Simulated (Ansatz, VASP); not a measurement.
# SrO: VASP beside Ansatz

Contents of POSCAR:

```
SrO
1.0
    0.0000000000      2.4454803062      2.6606513507
    2.4454803062      0.0000000000      2.6606513507
    2.4454803062      2.4454803062      0.0000000000
Sr O
1 1
Direct
    0.5000000000      0.5000000000      0.5000000000
    0.0000000000      0.0000000000      0.0000000000
```

INCAR.step1

```
SYSTEM = SrO
ALGO     = Normal         ! electronic algorithm
EDIFF    = 1E-4           ! SCF threshold, eV
ENCUT    = 520            ! plane-wave cutoff, eV
GGA      = PE             ! functional
ISMEAR   = 0              ! smearing method
LASPH    = .TRUE.         ! aspherical terms in the spheres
LCHARG   = .FALSE.        ! write CHGCAR
LREAL    = .FALSE.        ! projectors in reciprocal space
LWAVE    = .TRUE.         ! write WAVECAR
NBANDS   = 15             ! bands
NELM     = 80             ! most SCF steps
PREC     = Accurate       ! precision mode
SIGMA    = 0.01           ! smearing width, eV
```

INCAR.step2

```
SYSTEM = SrO
ALGO     = Normal         ! electronic algorithm
EDIFF    = 1E-6           ! SCF threshold, eV
ENCUT    = 520            ! plane-wave cutoff, eV
ISIF     = 2              ! what is computed and relaxed
ISMEAR   = 0              ! smearing method
ISTART   = 1            
LASPH    = .TRUE.         ! aspherical terms in the spheres
LCHARG   = .FALSE.        ! write CHGCAR
LMIXTAU  = .TRUE.       
LREAL    = .FALSE.        ! projectors in reciprocal space
LWAVE    = .FALSE.        ! write WAVECAR
METAGGA  = R2SCAN         ! meta-GGA
NBANDS   = 15             ! bands
NELM     = 80             ! most SCF steps
PREC     = Accurate       ! precision mode
SIGMA    = 0.01           ! smearing width, eV
```

Contents of KPOINTS:

```
k-points
0
G
  8 8 8
  0 0 0
```

Input for Ansatz:

```yaml
crystal:
  lattice:
    - [0.0, 2.4454803062, 2.6606513507]
    - [2.4454803062, 0.0, 2.6606513507]
    - [2.4454803062, 2.4454803062, 0.0]
  atoms:
    - { symbol: Sr, position: [0.5, 0.5, 0.5] }
    - { symbol: O, position: [0.0, 0.0, 0.0] }
kpoints:
  mp_grid: { grid: [8, 8, 8] }
  band_path:
    path:
      - [0.0, 0.0, 0.0]
      - [0.5, 0.0, 0.5]
      - [0.625, 0.25, 0.625]
      - [0.375, 0.375, 0.75]
      - [0.5, 0.5, 0.5]
      - [0.5, 0.25, 0.75]
      - [0.0, 0.5, 0.5]
    npoints: 1
hamiltonian:
  xc: r2scan
scf:
  occupations: { method: fixed }
  n_extra_bands: 4
output:
  forces: true
  stress: true
  eigenvalues: true
  write_density: true
  write_potential: true
  elf: true
  volumetric_format: npy
```

Change from the starting cell: epitaxial_xy strain -5.2%.

Alike in both runs: task single point; functional r2SCAN; k mesh 8 × 8 × 8; no spin polarisation.

```csv
,VASP,Ansatz
version,VASP 6.6.1,Ansatz 0.2.0
potentials or method,"VASP PAW PBE potentials, release 64 (Sr_sv, O)","plane waves, PAW"
plane-wave cutoff (eV),520,500
occupations,"gaussian, width 0.01 eV",fixed
valence electrons in the cell,16,16
```

Ansatz gave:

| Item | Value |
| --- | --- |
| gap on the k mesh at the Fermi level (eV) | 3.52 |
| pressure (GPa) | 10.2 |
| traceless stress, the component that is largest in VASP (GPa) | -10.24 |

Q: Estimate VASP's values.

A: gap on the k mesh at the Fermi level (eV): 3.47; pressure (GPa): 11.1; traceless stress, the component that is largest in VASP (GPa): -10.73.

VASP's potentials were made for PBE, not for r2SCAN.
